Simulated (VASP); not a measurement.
# CoO (Fm-3m) in VASP: further runs, part 4 of 4

VASP 6.6.1. Earlier steps stand in the parts before.

### 6 Single point, PBE, collinear spin, ferromagnetic start

This run uses another cell than the first one, of 10.07 Å³/atom, 1.040 times its volume.

INCAR

```
SYSTEM = CoO
PREC = Accurate ; ENCUT = 600
EDIFF = 1E-6 ; ISMEAR = -1
SIGMA = 0.05 ; LREAL = .False.
LASPH = .True. ; NELM = 200
ALGO = Normal ; ISIF = 2
LWAVE = .False. ; LCHARG = .False.
ISPIN = 2 ; MAGMOM = 2 0
LORBIT = 11 ; LMAXMIX = 4
GGA = PE ; NBANDS = 22
GGA_COMPAT = .False.
```

KPOINTS

```
regular mesh
0
Gamma
  11 11 11
  0 0 0
```

POSCAR

```
CoO
1.0
    0.0000000000      2.1595509511      2.1595509511
    2.1595509511      0.0000000000      2.1595509511
    2.1595509511      2.1595509511      0.0000000000
Co O
1 1
Direct
    0.0000000000      0.0000000000      0.0000000000
    0.5000000000      0.5000000000      0.5000000000
```

Potentials or basis: VASP PAW PBE potentials, release 64 (Co_sv, O).

Command:

```
$ cat potpaw_PBE.64/Co_sv/POTCAR potpaw_PBE.64/O/POTCAR > POTCAR
$ mpirun -np 1 vasp_std > vasp.out
```

OUTCAR:

```text
SYSTEM = CoO
   PREC = Accurate
   ENCUT = 600
   EDIFF = 1E-6
   ISMEAR = -1
   LREAL = .False.
   LASPH = .True.
   NELM = 200
   ISIF = 2
   ISPIN = 2
   LORBIT = 11
   GGA = PE

 ion  position               nearest neighbor table
   1  0.000  0.000  0.000-   2 2.16   2 2.16   2 2.16   2 2.16   2 2.16   2 2.16
   2  0.500  0.500  0.500-   1 2.16   1 2.16   1 2.16   1 2.16   1 2.16   1 2.16

  LATTYP: Found a face centered cubic cell.
 ALAT       =     4.3191019022

  Lattice vectors:

 A1 = (   0.0000000000,   2.1595509511,   2.1595509511)
 A2 = (   2.1595509511,   0.0000000000,   2.1595509511)
 A3 = (   2.1595509511,   2.1595509511,   0.0000000000)
[... 1412 lines left out ...]

 VOLUME and BASIS-vectors are now :
 -----------------------------------------------------------------------------
  energy-cutoff  :      600.00
  volume of cell :       20.14
      direct lattice vectors                 reciprocal lattice vectors
     0.000000000  2.159550951  2.159550951    -0.231529615  0.231529615  0.231529615
     2.159550951  0.000000000  2.159550951     0.231529615 -0.231529615  0.231529615
     2.159550951  2.159550951  0.000000000     0.231529615  0.231529615 -0.231529615

 POSITION                                       TOTAL-FORCE (eV/Angst)
 -----------------------------------------------------------------------------------
      0.00000      0.00000      0.00000        -0.000000      0.000000     -0.000000
      2.15955      2.15955      2.15955         0.000000     -0.000000      0.000000
 -----------------------------------------------------------------------------------
    total drift:                                0.000000     -0.000000     -0.000000

  FREE ENERGIE OF THE ION-ELECTRON SYSTEM (eV)
  ---------------------------------------------------
  free  energy   TOTEN  =       -13.1141451714 eV

  energy  without entropy=      -13.0798628624  energy(sigma->0) =      -13.09700402

 total charge

# of ion       s       p       d       tot
------------------------------------------
    1        2.137   6.055   6.653  14.845
    2        1.552   3.410   0.000   4.961
--------------------------------------------------
tot          3.689   9.464   6.653  19.806

 magnetization (x)

# of ion       s       p       d       tot
------------------------------------------
    1        0.013   0.010   2.536   2.559
    2        0.027   0.280   0.000   0.307
--------------------------------------------------
tot          0.041   0.289   2.536   2.866
```

OSZICAR:

```text
N       E                     dE             d eps       ncg     rms          rms(c)
DAV:   1     0.245044788391E+03    0.24504E+03   -0.13558E+04  6466   0.256E+03
DAV:   2    -0.498243949666E+01   -0.25003E+03   -0.23750E+03  7342   0.658E+02
DAV:   3    -0.156006407839E+02   -0.10618E+02   -0.10517E+02  6996   0.113E+02
DAV:   4    -0.157041504042E+02   -0.10351E+00   -0.10348E+00  5716   0.993E+00
DAV:   5    -0.157084186061E+02   -0.42682E-02   -0.42681E-02  7122   0.221E+00    0.174E+01
DAV:   6    -0.146414144772E+02    0.10670E+01   -0.21057E+01  7838   0.858E+01    0.292E+01
DAV:   7    -0.131937440887E+02    0.14477E+01   -0.88522E+00  6884   0.621E+01    0.853E+00
DAV:   8    -0.131267098463E+02    0.67034E-01   -0.37988E-01  7410   0.805E+00    0.495E+00
DAV:   9    -0.131378470534E+02   -0.11137E-01   -0.18570E-01  9292   0.610E+00    0.294E+00
DAV:  10    -0.131143932278E+02    0.23454E-01   -0.65923E-02  8088   0.481E+00    0.482E-01
DAV:  11    -0.131141219860E+02    0.27124E-03   -0.10380E-02  8168   0.142E+00    0.195E-01
DAV:  12    -0.131141335193E+02   -0.11533E-04   -0.58923E-04  7338   0.310E-01    0.657E-02
DAV:  13    -0.131141396061E+02   -0.60868E-05   -0.11177E-04  8012   0.144E-01    0.412E-02
DAV:  14    -0.131141456376E+02   -0.60315E-05   -0.11489E-05  6496   0.529E-02    0.194E-02
DAV:  15    -0.131141451714E+02    0.46616E-06   -0.28071E-06  4912   0.321E-02
   1 F= -.13114145E+02 E0= -.13097004E+02  d E =-.342823E-01  mag=     2.9783
```

stdout:

```text
POSCAR found type information on POSCAR CoO
 POSCAR found :  2 types and       2 ions
 scaLAPACK will be used
 LDA part: xc-table for (Slater+PW92), standard interpolation
 POSCAR, INCAR and KPOINTS ok, starting setup
 FFT: planning ... GRIDC
 FFT: planning ... GRID_SOFT
 FFT: planning ... GRID
 WAVECAR not read
 entering main loop
```

Wall time 49 s (1 thread of Intel Xeon Platinum 8488C (Sapphire Rapids), shared host); peak memory 0.17 GiB.

Results:

| Property | Result |
| --- | --- |
| Free energy | -13.1141 eV |
| Pressure | -10.2 GPa |
| Band gap on the k mesh | zero (filled and empty bands overlap) |
| Net moment | 2.98 μB per cell |
| Site moments | Co +2.56; O +0.31 μB |
| Valence electrons inside the program's atomic spheres | Co 14.85; O 4.96 |

Caveat: a cell with one magnetic atom can't hold antiferromagnetic order, which such compounds often take; semilocal functionals often make such compounds metallic where correlation or magnetic order opens a gap, which also shifts bond lengths. With open d or f shells a metallic result of PBE can be an artefact of self-interaction; +U or a hybrid may open a gap.

### 7 Summary

| cell | gap on the mesh (eV) | pressure (GPa) | moment (μB) |
| --- | --- | --- | --- |
| a = 3.014 Å, angles 60.0°, 2 atoms | none | -4.8 | 2.92 |
| a = 2.974 Å, angles 60.0°, 2 atoms | none | 2.7 | 2.83 |
| a = 3.034 Å, angles 60.0°, 2 atoms | none | -7.4 | 2.96 |
| a = 2.953 Å, angles 60.0°, 2 atoms | none | 6.7 | 2.76 |
| a = 3.054 Å, angles 60.0°, 2 atoms | none | -10.2 | 2.98 |

Alike in all rows: task single point; level PBE; potentials or basis VASP PAW PBE potentials, release 64 (Co_sv, O); spin collinear, ferromagnetic start; k mesh 11 × 11 × 11; cutoff (eV) 600; smearing fermi-dirac 0.05 eV.

Caveats: a cell with one magnetic atom can't hold antiferromagnetic order, which such compounds often take; semilocal functionals often make such compounds metallic where correlation or magnetic order opens a gap, which also shifts bond lengths.

Total energies depend on the potentials used, so only differences within one code and one set of settings carry meaning.
